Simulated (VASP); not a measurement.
Input of a VASP 6.6.1 run:

Contents of POSCAR:

```
Zn
1.0
    2.5433535000      0.0000000000      0.0000000000
   -1.2716767500      2.2587977403      0.0000000000
    0.0000000000      0.0000000000      5.0156594778
Zn
2
Direct
    0.3333701682      0.6667145317      0.2500000000
    0.6666298318      0.3332854683      0.7500000000
```

The input INCAR.step1:

```
SYSTEM = Zn
ALGO = Normal ; EDIFF = 1E-4
ENCUT = 520 ; GGA = PE
ISMEAR = 0 ; LASPH = .True.
LCHARG = .False. ; LREAL = .False.
LWAVE = .True. ; NBANDS = 19
NELM = 60 ; PREC = Accurate
SIGMA = 0.1
```

File INCAR.step2:

```
SYSTEM = Zn
ALGO = Normal ; EDIFF = 1E-7
ENCUT = 520 ; ISIF = 2
ISMEAR = 0 ; ISTART = 1
LASPH = .True. ; LCHARG = .False.
LMIXTAU = .True. ; LREAL = .False.
LWAVE = .False. ; METAGGA = R2SCAN
NBANDS = 19 ; NELM = 60
PREC = Accurate ; SIGMA = 0.1
```

Contents of KPOINTS:

```
k-points
0
Gamma
  24 24 10
  0 0 0
```

Potentials or basis: VASP PAW PBE potentials, release 64 (Zn).

Run with:

```bash
$ cat potpaw_PBE.64/Zn/POTCAR > POTCAR
$ cp INCAR.step1 INCAR
$ mpirun -np 1 vasp_std > vasp.out
$ cp INCAR.step2 INCAR
$ mpirun -np 1 vasp_std > vasp.out
```

Question: Estimate the largest force.

Answer: 0.008 eV/Å.

Question: Predict the pressure.

Answer: 2.1 GPa.

Question: Estimate the band gap on the k mesh.

Answer: Zero (bands 12 and 13 overlap by 5.30 eV).

Forces in eV/Å, atoms in the order of the input:
```
Zn   0.000 -0.008  0.000
Zn   0.000  0.008  0.000
```

Caveat: the cell differs from its parent crystal (uniaxial strain along a: -2.0 %); the stress differs along the axes, from 0 to 5 GPa; the PAW data sets were made with another functional, which shifts forces and pressure a little.
